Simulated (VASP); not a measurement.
Write the native input for VASP 6.6.1 that does the following.

```
Task                   : single point
Functional             : r2SCAN
Potentials or basis    : VASP PAW PBE potentials, release 64 (Ta_sv_GW, N)
Cutoff                 : 770 eV
k mesh                 : 16 × 16 × 16
Occupations            : gaussian, width 0.1 eV
Spin                   : no spin polarisation
Dipole correction      : no
Further INCAR settings : ALGO = Normal; EDIFF = 1e-06; NBANDS = 16
```

TaN:

```xyz
2
Lattice="0.0000 2.1751 2.1751 2.1751 0.0000 2.1751 2.1751 2.1751 0.0000" Properties=species:S:1:pos:R:3 pbc="T T T"
Ta    2.1751    2.1751    2.1751
N     0.0000    0.0000    0.0000
```

The input as run:

POSCAR

```
TaN
1.0
    0.0000000000      2.1750500039      2.1750500039
    2.1750500039      0.0000000000      2.1750500039
    2.1750500039      2.1750500039      0.0000000000
Ta N
1 1
Direct
    0.5000000000      0.5000000000      0.5000000000
    0.0000000000      0.0000000000      0.0000000000
```

INCAR.step1

```
  PREC = Accurate
  ENCUT = 770
  ISMEAR = 0
  SIGMA = 0.1
  LREAL = False
  LASPH = True
  NELM = 120
  NBANDS = 16
  GGA = PE
  ALGO = Normal
  EDIFF = 1E-5
  LWAVE = True
  LCHARG = False
  GGA_COMPAT = False
```

INCAR.step2

```
  PREC = Accurate
  ENCUT = 770
  EDIFF = 1E-6
  ISMEAR = 0
  SIGMA = 0.1
  LREAL = False
  LASPH = True
  NELM = 120
  ALGO = Normal
  ISIF = 2
  LWAVE = False
  LCHARG = False
  METAGGA = R2SCAN
  LMIXTAU = True
  NBANDS = 16
  ISTART = 1
  GGA_COMPAT = False
```

KPOINTS

```
Automatic mesh
0
Gamma
  16 16 16
```

Potentials or basis: VASP PAW PBE potentials, release 64 (Ta_sv_GW, N).

Launch:

```bash
$ cat potpaw_PBE.64/Ta_sv_GW/POTCAR potpaw_PBE.64/N/POTCAR > POTCAR
$ cp INCAR.step1 INCAR
$ mpirun -np 1 vasp_std > vasp.out
$ cp INCAR.step2 INCAR
$ mpirun -np 1 vasp_std > vasp.out
```

Results of the run:

* Pressure: 12.1 GPa
* Band gap on the k mesh: zero (bands 9 and 10 overlap by 4.29 eV)

Caveat: the cell stands under pressure; the PAW data sets were made with another functional, which shifts forces and pressure a little; spin-orbit coupling is left out, which moves the levels of the heavy elements.

Run time: 120 s on 1 thread of Intel(R) Xeon(R) 6975P-C (Granite Rapids), on a shared host, peak memory 0.25 GiB.
